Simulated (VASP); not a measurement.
A run of VASP 6.6.1 is set up as follows.

Contents of INCAR:

```
  ALGO = Normal
  EDIFF = 1E-6
  ENCUT = 500
  GGA = PE
  GGA_COMPAT = F
  ISIF = 2
  ISMEAR = 1
  LASPH = T
  LCHARG = F
  LREAL = F
  LWAVE = F
  NBANDS = 11
  NELM = 120
  PREC = Accurate
  SIGMA = 0.02
```

KPOINTS

```
k-points
0
Gamma
  8 8 8
```

File POSCAR:

```
BAs
1.0
    0.0000000000      2.3885000000      2.3885000000
    2.3885000000      0.0000000000      2.3885000000
    2.3885000000      2.3885000000      0.0000000000
B As
1 1
Direct
    0.0000000000      0.0000000000      0.0000000000
    0.7500000000      0.7500000000      0.7500000000
```

Potentials or basis: VASP PAW PBE potentials, release 64 (B, As).

Run with:

```console
$ cat potpaw_PBE.64/B/POTCAR potpaw_PBE.64/As/POTCAR > POTCAR
$ mpirun -np 1 vasp_std > vasp.out
```

Task: Estimate the band gap on the k mesh.

Result: 1.19 eV (least direct gap 3.28 eV).

Task: Predict the pressure.

Result: 3.4 GPa.

Caveat: the cell stands under pressure. As with any semilocal functional, this PBE gap is likely too small.
